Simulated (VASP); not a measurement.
FeBiSe3:

```
Fe Bi Se
1.0
     4.95196    0.00000    0.00000
     0.00000    4.95196    0.00000
     0.00000    0.00000    4.95196
Fe Bi Se
1 1 3
Cartesian
  0.0000 0.0000 0.0000
  2.4760 2.4760 2.4760
  2.4760 0.0000 0.0000
  0.0000 2.4760 0.0000
  0.0000 0.0000 2.4760
```

- Program: VASP 6.6.1
- Task: relaxation of cell and atoms
- Functional: PBE
- Potentials or basis: VASP PAW PBE potentials, release 64 (Fe, Bi_d, Se)
- Cutoff: 600 eV
- k mesh: 4 × 4 × 4
- Occupations: gaussian, width 0.1 eV
- Spin: collinear spin, ferromagnetic start
- Starting moments: [4.0, 0.0, 0.0, 0.0, 0.0] μB

At the start: pressure -5.3 GPa; volume 24.29 Å³/atom.

**Question.** How do energy, volume and symmetry change on relaxing?

**Answer.** Over 3 steps the energy falls by 40.2 meV/atom and the volume is 22.08 Å³/atom (-9.1 %); space group Pm-3m (No. 221, to 0.05 Å); moment 2.43 μB per cell.

Step by step:
| step | energy change (eV) | largest force (eV/Å) | pressure (GPa) | volume (Å³) |
| --- | --- | --- | --- | --- |
| 1 | 0.0000 | 0.0000 | -5.33 | 121.43 |
| 2 | -0.1876 | 0.0000 | 1.81 | 107.79 |
| 3 | -0.2011 | 0.0000 | -0.02 | 110.38 |

Final structure:
```xyz
5
Lattice="4.7970 0.0000 0.0000 0.0000 4.7970 0.0000 0.0000 0.0000 4.7970" Properties=species:S:1:pos:R:3 pbc="T T T"
Fe    0.0000    0.0000    0.0000
Bi    2.3985    2.3985    2.3985
Se    2.3985    0.0000    0.0000
Se    0.0000    2.3985    0.0000
Se    0.0000    0.0000    2.3985
```

Caveat: a cell with one magnetic atom can't hold antiferromagnetic order, which such compounds often take.
